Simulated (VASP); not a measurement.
BN:

```
N B
1.0
     2.57085    0.00000    0.00000
    -1.28543    2.22642    0.00000
     0.00000    0.00000    4.25485
N B
2 2
Direct
  0.33333 0.66667 0.12528
  0.66667 0.33333 0.62528
  0.33333 0.66667 0.49972
  0.66667 0.33333 0.99972
```

Base run:

| Item | Value |
| --- | --- |
| Program | VASP 6.6.1 |
| Functional | PBE |
| Potentials or basis | VASP PAW PBE potentials, release 64 (N, B) |
| Cutoff | 520 eV |
| k mesh | 12 × 12 × 6 |
| Occupations | fermi-dirac, width 0.05 eV |
| Spin | no spin polarisation |

Its results: band gap on the k mesh 5.23 eV, indirect (least direct gap 8.14 eV); pressure -7.0 GPa; largest force 0.029 eV/Å.

Question: The run is repeated on the same cell with these changes: functional from PBE to r2SCAN; further incar settings from ALGO = Normal; EDIFF = 1e-06; NBANDS = 16 to ALGO = Normal; EDIFF = 1e-07; NBANDS = 16. What comes out?

Answer: Band gap on the k mesh 5.75 eV, indirect (least direct gap 8.81 eV); pressure -10.9 GPa; largest force 0.036 eV/Å.

Caveats: the PAW data sets were made with another functional, which shifts forces and pressure a little (some runs).

A k mesh can miss the band edges.
